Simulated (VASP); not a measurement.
Write the native input for VASP 6.6.1 that does the following.

```
Task                   : single point
Functional             : PBE
Potentials or basis    : VASP PAW PBE potentials, release 64 (Ta_pv)
Cutoff                 : 520 eV
k mesh                 : 17 × 17 × 5
Occupations            : gaussian, width 0.15 eV
Spin                   : no spin polarisation
Dipole correction      : no
Further INCAR settings : ALGO = Fast; EDIFF = 1e-06; NBANDS = 30
```

The structure of Ta lies in POSCAR:

```
Ta
1.0
   -1.6512800000      1.6512800000     -1.6512800000
   -1.6512800000     -1.6512800000      1.6512800000
    0.0000000000      7.9812967520      5.2289432480
Ta
4
Direct
   -0.3646125000      0.3646125000      0.8750000000
    0.4479125000      0.5520875000      0.1250000000
   -0.1562625000      0.1562625000      0.3750000000
    0.2395625000      0.7604375000      0.6250000000
```

This cell differs from its parent crystal: the part above a cut slid along it.

One way to write it, as run:

INCAR

```
SYSTEM = Ta
  ALGO = Fast
  EDIFF = 1E-6
  ENCUT = 520
  GGA = PE
  ISIF = 2
  ISMEAR = 0
  LASPH = .True.
  LCHARG = .True.
  LELF = .True.
  LREAL = .False.
  LVHAR = .True.
  LWAVE = .False.
  NBANDS = 30
  NELM = 60
  PREC = Accurate
  SIGMA = 0.15
```

KPOINTS

```
k-points
0
Gamma
  17 17 5
  0 0 0
```

Potentials or basis: VASP PAW PBE potentials, release 64 (Ta_pv).

The run is started by

```console
$ cat potpaw_PBE.64/Ta_pv/POTCAR > POTCAR
$ mpirun -np 1 vasp_std > vasp.out
```

Results of the run:

The pressure is 7.3 GPa and the largest force is 3.724 eV/Å. The band gap on the k mesh is zero (bands 22 and 23 overlap by 1.01 eV).

Caveat: the cell differs from its parent crystal (the part above a cut slid along it); the stress differs along the axes, from -0 to 17 GPa; spin-orbit coupling is left out, which moves the levels of the heavy elements; forces of over 1 eV/Å act on the atoms, so gaps and moduli don't describe the material at rest.

Wall time 30 min on 1 thread of Intel Xeon 8259CL (shared host), peak memory 0.66 GiB.
